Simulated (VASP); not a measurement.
# Li2Se (Fm-3m) in VASP: further runs

Li2Se is run at these levels: r2SCAN, PBE-based screened hybrid with 15 % exact exchange; tasks: single point.

Everything below comes from runs of VASP 6.6.1. Logs are shortened: lines on timing, memory, paths and dates and some standing lists are left out, and cuts for length are marked.

## Step 1: The cell of the first run

The structure is cubic, space group Fm-3m (No. 225). Conventional cell: a = 5.987 Å, b = 5.987 Å, c = 5.987 Å, α = 90.00°, β = 90.00°, γ = 90.00°. Within 3.4 Å of Li (site symmetry -43m) lie 4 Se at 2.59 Å and 6 Li at 2.99 Å. Within 3.4 Å of Se (site symmetry m-3m) lie 8 Li at 2.59 Å.

## Step 2: Single point, r2SCAN

POSCAR reads:

```
Li2Se
1.0
    0.0000000000      2.9934588658      2.9934588658
    2.9934588658      0.0000000000      2.9934588658
    2.9934588658      2.9934588658      0.0000000000
Li Se
2 1
Direct
    0.2500000000      0.2500000000      0.2500000000
    0.7500000000      0.7500000000      0.7500000000
    0.0000000000      0.0000000000      0.0000000000
```

INCAR.step1 reads:

```
  ALGO = Normal
  EDIFF = 1E-5
  ENCUT = 830
  GGA = PE
  GGA_COMPAT = False
  ISMEAR = 0
  LASPH = True
  LCHARG = False
  LREAL = False
  LWAVE = True
  NBANDS = 13
  NELM = 120
  PREC = Accurate
  SIGMA = 0.01
```

INCAR.step2 reads:

```
  ALGO = Normal
  EDIFF = 1E-6
  ENCUT = 830
  GGA_COMPAT = False
  ISIF = 2
  ISMEAR = 0
  ISTART = 1
  LASPH = True
  LCHARG = False
  LMIXTAU = True
  LREAL = False
  LWAVE = False
  METAGGA = R2SCAN
  NBANDS = 13
  NELM = 120
  PREC = Accurate
  SIGMA = 0.01
```

KPOINTS reads:

```
k-points
0
Gamma
  4 4 4
```

Potentials or basis: VASP PAW PBE potentials, release 64 (Li_sv, Se).

Launch:

```bash
$ cat potpaw_PBE.64/Li_sv/POTCAR potpaw_PBE.64/Se/POTCAR > POTCAR
$ cp INCAR.step1 INCAR
$ mpirun -np 1 vasp_std > vasp.out
$ cp INCAR.step2 INCAR
$ mpirun -np 1 vasp_std > vasp.out
```

OUTCAR:

```text
EDIFF = 1E-6
   ENCUT = 830
   ISIF = 2
   ISMEAR = 0
   ISTART = 1
   LASPH = True
   LREAL = False
   METAGGA = R2SCAN
   NELM = 120
   PREC = Accurate

 ion  position               nearest neighbor table
   1  0.250  0.250  0.250-   3 2.59   3 2.59   3 2.59   3 2.59
   2  0.750  0.750  0.750-   3 2.59   3 2.59   3 2.59   3 2.59
   3  0.000  0.000  0.000-   2 2.59   2 2.59   2 2.59   1 2.59   1 2.59   1 2.59   2 2.59   1 2.59

  LATTYP: Found a face centered cubic cell.
 ALAT       =     5.9869177316

  Lattice vectors:

 A1 = (   0.0000000000,   2.9934588658,   2.9934588658)
 A2 = (   2.9934588658,   0.0000000000,   2.9934588658)
 A3 = (   2.9934588658,   2.9934588658,   0.0000000000)

Analysis of symmetry for initial positions (statically):
=====================================================================
 Subroutine PRICEL returns:
 Original cell was already a primitive cell.

 Routine SETGRP: Setting up the symmetry group for a
 face centered cubic supercell.

 Subroutine GETGRP returns: Found 48 space group operations
 (whereof 48 operations were pure point group operations)
 out of a pool of 48 trial point group operations.

The static configuration has the point symmetry O_h .

Analysis of symmetry for dynamics (positions and initial velocities):
=====================================================================
 Subroutine PRICEL returns:
 Original cell was already a primitive cell.

 Routine SETGRP: Setting up the symmetry group for a
 face centered cubic supercell.

 Subroutine GETGRP returns: Found 48 space group operations
 (whereof 48 operations were pure point group operations)
 out of a pool of 48 trial point group operations.

The dynamic configuration has the point symmetry O_h .

 Subroutine INISYM returns: Found 48 space group operations
 (whereof 48 operations are pure point group operations),
 and found     1 'primitive' translations

----------------------------------------------------------------------------------------

                                     Primitive cell

  volume of cell :      53.6475

  direct lattice vectors                    reciprocal lattice vectors
     0.000000000  2.993458866  2.993458866    -0.167030857  0.167030857  0.167030857
     2.993458866  0.000000000  2.993458866     0.167030857 -0.167030857  0.167030857
     2.993458866  2.993458866  0.000000000     0.167030857  0.167030857 -0.167030857

  length of vectors
     4.233390126  4.233390126  4.233390126     0.289305931  0.289305931  0.289305931

  position of ions in fractional coordinates (direct lattice)
     0.250000000  0.250000000  0.250000000
     0.750000000  0.750000000  0.750000000
     0.000000000  0.000000000  0.000000000

  ion indices of the primitive-cell ions
   primitive index   ion index
                 1           1
                 2           2
                 3           3

----------------------------------------------------------------------------------------

 KPOINTS: k-points

Automatic generation of k-mesh.
 Grid dimensions read from file:
 generate k-points for:    4    4    4

 Generating k-lattice:

  Cartesian coordinates                     Fractional coordinates (reciprocal lattice)
    -0.041757714  0.041757714  0.041757714     0.250000000  0.000000000  0.000000000
     0.041757714 -0.041757714  0.041757714     0.000000000  0.250000000  0.000000000
     0.041757714  0.041757714 -0.041757714     0.000000000  0.000000000  0.250000000

  Length of vectors
     0.072326483  0.072326483  0.072326483

  Shift w.r.t. Gamma in fractional coordinates (k-lattice)
     0.000000000  0.000000000  0.000000000

 Subroutine IBZKPT returns following result:
 ===========================================

 Found      8 irreducible k-points:

 Following reciprocal coordinates:
            Coordinates               Weight
  0.000000  0.000000  0.000000      1.000000
  0.250000  0.000000  0.000000      8.000000
  0.500000  0.000000  0.000000      4.000000
  0.250000  0.250000  0.000000      6.000000
  0.500000  0.250000  0.000000     24.000000
[... 43 lines left out ...]

 val. band max:        0.7594939783   @ k =   0.0000   0.0000   0.0000
 cond. band min:       4.2122447676   @ k =   0.5000   0.5000   0.0000
 fundamental gap:      3.4527507893
 Fermi energy:         0.8256149385

 k-point     1 :       0.0000    0.0000    0.0000
  band No.  band energies     occupation
      1     -45.3932      2.00000
      2     -45.3695      2.00000
      3     -11.0322      2.00000
      4       0.7595      2.00000
      5       0.7595      2.00000
      6       0.7595      2.00000
      7       4.9327      0.00000
      8       7.0664      0.00000
      9       7.0664      0.00000
     10       7.0664      0.00000
     11      11.9628      0.00000
     12      11.9628      0.00000
     13      12.6852      0.00000

 k-point     2 :       0.2500    0.0000    0.0000
  band No.  band energies     occupation
      1     -45.3895      2.00000
      2     -45.3727      2.00000
      3     -10.8510      2.00000
      4      -0.9810      2.00000
      5       0.4700      2.00000
      6       0.4700      2.00000
      7       6.0732      0.00000
      8       7.6108      0.00000
      9       7.6108      0.00000
     10       8.3898      0.00000
     11      10.5213      0.00000
     12      10.5213      0.00000
     13      13.1756      0.00000

 k-point     3 :       0.5000    0.0000    0.0000
  band No.  band energies     occupation
      1     -45.3809      2.00000
      2     -45.3809      2.00000
      3     -10.6483      2.00000
      4      -2.1625      2.00000
      5       0.2304      2.00000
      6       0.2304      2.00000
      7       6.7377      0.00000
      8       7.3522      0.00000
      9       7.3522      0.00000
     10       9.3997      0.00000
     11      13.4185      0.00000
     12      13.4185      0.00000
     13      14.0615      0.00000
[... 49 lines left out ...]
 k-point     7 :       0.5000    0.5000    0.0000
  band No.  band energies     occupation
      1     -45.3847      2.00000
      2     -45.3768      2.00000
      3     -10.5318      2.00000
      4      -1.5127      2.00000
      5      -0.6948      2.00000
      6      -0.6948      2.00000
      7       4.2122      0.00000
      8       7.7522      0.00000
      9      12.1314      0.00000
     10      12.1314      0.00000
     11      13.4229      0.00000
     12      13.5107      0.00000
     13      13.5107      0.00000

 k-point     8 :      -0.2500    0.5000    0.2500
  band No.  band energies     occupation
      1     -45.3807      2.00000
      2     -45.3807      2.00000
      3     -10.5243      2.00000
      4      -1.1415      2.00000
      5      -1.1415      2.00000
      6      -1.0021      2.00000
      7       6.3853      0.00000
      8       7.9376      0.00000
      9       9.6682      0.00000
     10       9.6682      0.00000
     11      12.9612      0.00000
     12      12.9612      0.00000
     13      13.7175      0.00000

------------------------ aborting loop because EDIFF is reached ----------------------------------------

  FORCE on cell =-STRESS in cart. coord.  units (eV):
  Direction    XX          YY          ZZ          XY          YZ          ZX
  --------------------------------------------------------------------------------------
  -------------------------------------------------------------------------------------
  Total       -0.0332552     -0.0332552     -0.0332552      0.0000000     -0.0000000     -0.0000000
  in kB       -0.9931624     -0.9931624     -0.9931624      0.0000000     -0.0000000     -0.0000000
  external PRESSURE =      -0.9931624 kB  Pullay stress =       0.0000000 kB

 VOLUME and BASIS-vectors are now :
 -----------------------------------------------------------------------------
  energy-cutoff  :      830.00
  volume of cell :       53.65
      direct lattice vectors                 reciprocal lattice vectors
     0.000000000  2.993458866  2.993458866    -0.167030857  0.167030857  0.167030857
     2.993458866  0.000000000  2.993458866     0.167030857 -0.167030857  0.167030857
     2.993458866  2.993458866  0.000000000     0.167030857  0.167030857 -0.167030857

 POSITION                                       TOTAL-FORCE (eV/Angst)
 -----------------------------------------------------------------------------------
      1.49673      1.49673      1.49673        -0.000000     -0.000000     -0.000000
      4.49019      4.49019      4.49019         0.000000      0.000000      0.000000
      0.00000      0.00000      0.00000         0.000000      0.000000     -0.000000
 -----------------------------------------------------------------------------------
    total drift:                                0.000000     -0.000000      0.000000

  FREE ENERGIE OF THE ION-ELECTRON SYSTEM (eV)
  ---------------------------------------------------
  free  energy   TOTEN  =       -23.4301582635 eV

  energy  without entropy=      -23.4301582635  energy(sigma->0) =      -23.43015826
```

Wall time 36 s (1 thread of AMD EPYC 9R45 (Zen 5), shared host); peak memory 0.22 GiB.

Results:

| Item | Value |
| --- | --- |
| Free energy | -23.4302 eV |
| Pressure | -0.1 GPa |
| Band gap on the k mesh | 3.45 eV (least direct gap 4.17 eV) |

Levels at points of the mesh, in eV from the valence-band top:
```tsv
k point	band 2	band 3	band 4	band 5	band 6	band 7	band 8	band 9	band 10	band 11
(0.00, 0.00, 0.00)	-46.13	-11.79	0.00	0.00	0.00	4.17	6.31	6.31	6.31	11.20
(0.50, 0.00, 0.00)	-46.14	-11.41	-2.92	-0.53	-0.53	5.98	6.59	6.59	8.64	12.66
(0.50, 0.50, 0.00)	-46.14	-11.29	-2.27	-1.45	-1.45	3.45	6.99	11.37	11.37	12.66
```

Caveat: the k points lie up to 0.45 Å⁻¹ apart; the PAW data sets were made with another functional, which shifts forces and pressure a little.

## Step 3: Single point, r2SCAN

POSCAR is that of step 2.

INCAR.step1 reads:

```
SYSTEM = Li2Se
ALGO     = Normal         ! electronic algorithm
EDIFF    = 1E-5           ! SCF threshold, eV
ENCUT    = 830            ! plane-wave cutoff, eV
GGA      = PE             ! functional
GGA_COMPAT= .FALSE.      
ISMEAR   = 0              ! smearing method
LASPH    = .TRUE.         ! aspherical terms in the spheres
LCHARG   = .FALSE.        ! write CHGCAR
LREAL    = .FALSE.        ! projectors in reciprocal space
LWAVE    = .TRUE.         ! write WAVECAR
NBANDS   = 13             ! bands
NELM     = 120            ! most SCF steps
PREC     = Accurate       ! precision mode
SIGMA    = 0.01           ! smearing width, eV
```

INCAR.step2 reads:

```
SYSTEM = Li2Se
ALGO     = Normal         ! electronic algorithm
EDIFF    = 1E-6           ! SCF threshold, eV
ENCUT    = 830            ! plane-wave cutoff, eV
GGA_COMPAT= .FALSE.      
ISIF     = 2              ! what is computed and relaxed
ISMEAR   = 0              ! smearing method
ISTART   = 1            
LASPH    = .TRUE.         ! aspherical terms in the spheres
LCHARG   = .FALSE.        ! write CHGCAR
LMIXTAU  = .TRUE.       
LREAL    = .FALSE.        ! projectors in reciprocal space
LWAVE    = .FALSE.        ! write WAVECAR
METAGGA  = R2SCAN         ! meta-GGA
NBANDS   = 13             ! bands
NELM     = 120            ! most SCF steps
PREC     = Accurate       ! precision mode
SIGMA    = 0.01           ! smearing width, eV
```

KPOINTS reads:

```
k-points
0
G
  5 5 5
  0 0 0
```

Potentials or basis: VASP PAW PBE potentials, release 64 (Li_sv, Se).

Launch:

```bash
$ cat potpaw_PBE.64/Li_sv/POTCAR potpaw_PBE.64/Se/POTCAR > POTCAR
$ cp INCAR.step1 INCAR
$ mpirun -np 1 vasp_std > vasp.out
$ cp INCAR.step2 INCAR
$ mpirun -np 1 vasp_std > vasp.out
```

It took 37 s on 1 thread of AMD EPYC 9R45 (Zen 5), shared host; peak memory 0.22 GiB.

It converged, with:

* Free energy: -23.4378 eV
* Pressure: -0.1 GPa
* Band gap on the k mesh: 3.73 eV (least direct gap 4.18 eV)

Levels at points of the mesh, in eV from the valence-band top:
| k point | band 3 | band 4 | band 5 | band 6 | band 7 | band 8 | band 9 | band 10 |
| --- | --- | --- | --- | --- | --- | --- | --- | --- |
| (0.00, 0.00, 0.00) | -11.79 | 0.00 | 0.00 | 0.00 | 4.18 | 6.31 | 6.31 | 6.31 |

Caveat: the PAW data sets were made with another functional, which shifts forces and pressure a little; an odd mesh through Γ misses points on the zone boundary, where band edges can lie. r2SCAN opens gaps a little over a GGA but as a rule still falls short of measured ones.

## Step 4: Single point, r2SCAN

POSCAR is that of step 3.

INCAR.step1 reads:

```
  PREC = Accurate
  ENCUT = 830
  ISMEAR = 0
  SIGMA = 0.01
  LREAL = False
  LASPH = True
  NELM = 120
  NBANDS = 13
  GGA = PE
  ALGO = Normal
  EDIFF = 1E-5
  LWAVE = True
  LCHARG = False
  GGA_COMPAT = False
```

INCAR.step2 reads:

```
  PREC = Accurate
  ENCUT = 830
  EDIFF = 1E-6
  ISMEAR = 0
  SIGMA = 0.01
  LREAL = False
  LASPH = True
  NELM = 120
  ALGO = Normal
  ISIF = 2
  LWAVE = False
  LCHARG = True
  METAGGA = R2SCAN
  LMIXTAU = True
  LELF = True
  LVHAR = True
  NBANDS = 13
  ISTART = 1
  GGA_COMPAT = False
```

KPOINTS reads:

```
Automatic mesh
0
Gamma
  6 6 6
```

Launch:

```bash
$ cat potpaw_PBE.64/Li_sv/POTCAR potpaw_PBE.64/Se/POTCAR > POTCAR
$ cp INCAR.step1 INCAR
$ mpirun -np 1 vasp_std > vasp.out
$ cp INCAR.step2 INCAR
$ mpirun -np 1 vasp_std > vasp.out
```

Wall time 52 s (1 thread of AMD EPYC 9R45 (Zen 5), shared host); peak memory 0.23 GiB.

The run converged. Its results:

```yaml
Free_energy: -23.4391 eV
Pressure: -0.2 GPa
Band_gap_on_the_k_mesh: 3.46 eV (least direct gap 4.18 eV)
```

Levels at points of the mesh, in eV from the valence-band top:
| k point | band 3 | band 4 | band 5 | band 6 | band 7 | band 8 | band 9 | band 10 |
| --- | --- | --- | --- | --- | --- | --- | --- | --- |
| (0.00, 0.00, 0.00) | -11.79 | 0.00 | 0.00 | 0.00 | 4.18 | 6.31 | 6.31 | 6.31 |
| (0.50, 0.00, 0.00) | -11.41 | -2.92 | -0.53 | -0.53 | 5.98 | 6.60 | 6.60 | 8.64 |
| (0.50, 0.50, 0.00) | -11.29 | -2.27 | -1.45 | -1.45 | 3.46 | 7.00 | 11.37 | 11.37 |

Caveat: the PAW data sets were made with another functional, which shifts forces and pressure a little.

## Step 5: Single point, r2SCAN

POSCAR is that of step 4.

INCAR.step1 reads:

```
SYSTEM = Li2Se
PREC = Accurate
ENCUT = 830
ISMEAR = 1
SIGMA = 0.2
LREAL = .False.
LASPH = .True.
NELM = 120
NBANDS = 13
GGA = PE
ALGO = Normal
EDIFF = 1E-5
LWAVE = .True.
LCHARG = .False.
GGA_COMPAT = .False.
```

INCAR.step2 reads:

```
SYSTEM = Li2Se
PREC = Accurate
ENCUT = 830
EDIFF = 1E-6
ISMEAR = 1
SIGMA = 0.2
LREAL = .False.
LASPH = .True.
NELM = 120
ALGO = Normal
ISIF = 2
LWAVE = .False.
LCHARG = .False.
METAGGA = R2SCAN
LMIXTAU = .True.
NBANDS = 13
ISTART = 1
GGA_COMPAT = .False.
```

KPOINTS reads:

```
regular mesh
0
Gamma
  6 6 6
  0 0 0
```

Launch:

```bash
$ cat potpaw_PBE.64/Li_sv/POTCAR potpaw_PBE.64/Se/POTCAR > POTCAR
$ cp INCAR.step1 INCAR
$ mpirun -np 1 vasp_std > vasp.out
$ cp INCAR.step2 INCAR
$ mpirun -np 1 vasp_std > vasp.out
```

Run time: 52 s. Hardware: 1 thread of AMD EPYC 9R45 (Zen 5), shared host; peak memory 0.23 GiB.

The run converged. Its results:

```
Free energy            : -23.4381 eV
Pressure               : -0.2 GPa
Band gap on the k mesh : 3.46 eV (least direct gap 4.18 eV)
```

Levels at points of the mesh, in eV from the valence-band top:
```csv
k point,band 2,band 3,band 4,band 5,band 6,band 7,band 8,band 9,band 10,band 11
"(0.00, 0.00, 0.00)",-46.12,-11.79,0.00,0.00,0.00,4.18,6.31,6.31,6.31,11.21
"(0.50, 0.00, 0.00)",-46.13,-11.41,-2.92,-0.53,-0.53,5.98,6.60,6.60,8.64,12.66
"(0.50, 0.50, 0.00)",-46.13,-11.29,-2.27,-1.45,-1.45,3.46,7.00,11.37,11.37,12.67
```

Caveat: the PAW data sets were made with another functional, which shifts forces and pressure a little. r2SCAN opens gaps a little over a GGA but as a rule still falls short of measured ones.

## Step 6: Single point, PBE-based screened hybrid with 15 % exact exchange

POSCAR is that of step 5.

INCAR.step1 reads:

```
  ALGO = Normal
  EDIFF = 1E-5
  ENCUT = 650
  GGA = PE
  GGA_COMPAT = False
  ISIF = 2
  ISMEAR = 0
  LASPH = True
  LCHARG = False
  LREAL = False
  LWAVE = True
  NBANDS = 13
  NELM = 120
  PREC = Accurate
  SIGMA = 0.01
```

INCAR.step2 reads:

```
  AEXX = 0.15
  ALGO = Normal
  EDIFF = 1E-6
  ENCUT = 650
  GGA = PE
  GGA_COMPAT = False
  HFSCREEN = 0.1
  ISIF = 2
  ISMEAR = 0
  ISTART = 1
  LASPH = True
  LCHARG = False
  LHFCALC = True
  LREAL = False
  LWAVE = False
  NBANDS = 13
  NELM = 120
  PREC = Accurate
  PRECFOCK = Normal
  SIGMA = 0.01
```

KPOINTS reads:

```
k-points
0
Gamma
  4 4 4
```

Potentials or basis: VASP PAW PBE potentials, release 64 (Li_sv, Se).

Launch:

```bash
$ cat potpaw_PBE.64/Li_sv/POTCAR potpaw_PBE.64/Se/POTCAR > POTCAR
$ cp INCAR.step1 INCAR
$ mpirun -np 1 vasp_std > vasp.out
$ cp INCAR.step2 INCAR
$ mpirun -np 1 vasp_std > vasp.out
```

It took 2.3 min on 1 thread of AMD EPYC 9R45 (Zen 5), shared host; peak memory 0.29 GiB.

The run converged. Its results:

| Item | Value |
| --- | --- |
| Free energy | -12.2338 eV |
| Pressure | -0.2 GPa |
| Band gap on the k mesh | 3.67 eV (least direct gap 4.19 eV) |

Levels at points of the mesh, in eV from the valence-band top:
```csv
k point,band 3,band 4,band 5,band 6,band 7,band 8,band 9,band 10
"(0.00, 0.00, 0.00)",-12.08,0.00,0.00,0.00,4.19,6.45,6.45,6.45
"(0.50, 0.00, 0.00)",-11.67,-3.12,-0.56,-0.56,5.97,6.78,6.78,8.84
"(0.50, 0.50, 0.00)",-11.55,-2.46,-1.53,-1.53,3.67,7.02,11.38,11.38
```

Caveat: the k points lie up to 0.45 Å⁻¹ apart; the PAW data sets were made with another functional, which shifts forces and pressure a little.

## Step 7: Summary

| level | k mesh | cutoff (eV) | smearing | grid for exact exchange (PRECFOCK) | share of exact exchange | screening parameter | gap on the mesh (eV) | pressure (GPa) |
| --- | --- | --- | --- | --- | --- | --- | --- | --- |
| r2SCAN | 4 × 4 × 4 | 830 | gaussian 0.01 eV | - | - | - | 3.45 | -0.1 |
| r2SCAN | 5 × 5 × 5 | 830 | gaussian 0.01 eV | - | - | - | 3.73 | -0.1 |
| r2SCAN | 6 × 6 × 6 | 830 | gaussian 0.01 eV | - | - | - | 3.46 | -0.2 |
| r2SCAN | 6 × 6 × 6 | 830 | methfessel-paxton 0.2 eV | - | - | - | 3.46 | -0.2 |
| PBE-based screened hybrid with 15 % exact exchange | 4 × 4 × 4 | 650 | gaussian 0.01 eV | Normal | 0.15 | 0.1 1/Å | 3.67 | -0.2 |

Alike in all rows: task single point; potentials or basis VASP PAW PBE potentials, release 64 (Li_sv, Se); no spin polarisation; cell as given.

Caveats: some runs use coarse meshes; the PAW data sets were made with another functional, which shifts forces and pressure a little; an odd mesh through Γ misses points on the zone boundary, where band edges can lie (at least some runs).

Total energies depend on the potentials used, so only differences within one code and one set of settings carry meaning.
